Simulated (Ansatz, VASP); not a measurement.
## KF in VASP and in Ansatz

```xyz
2
Lattice="3.2634 0.0000 0.0000 0.0000 3.2634 0.0000 0.0000 0.0000 3.1646" Properties=species:S:1:pos:R:3 pbc="T T T"
K     0.0000    0.0000    0.0000
F     1.6317    1.6317    1.5823
```

Change from the starting cell: epitaxial_xy strain +2.7%.

Alike in both runs: task single point; functional r2SCAN; k mesh 8 × 8 × 8; no spin polarisation.

|  | VASP | Ansatz |
| --- | --- | --- |
| version | VASP 6.6.1 | Ansatz 0.2.0 |
| potentials or method | VASP PAW PBE potentials, release 64 (K_sv, F) | plane waves, PAW |
| plane-wave cutoff (eV) | 520 | 500 |
| occupations | gaussian, width 0.01 eV | fixed |
| valence electrons in the cell | 16 | 16 |

```csv
,VASP,Ansatz,Ansatz less VASP
gap on the k mesh at the Fermi level (eV),7.27,7.27,-0.002
pressure (GPa),-1.8,-1.8,+0.04
"traceless stress, the component that is largest in VASP (GPa)",1.82,1.82,0.000
```

VASP's potentials were made for PBE, not for r2SCAN.
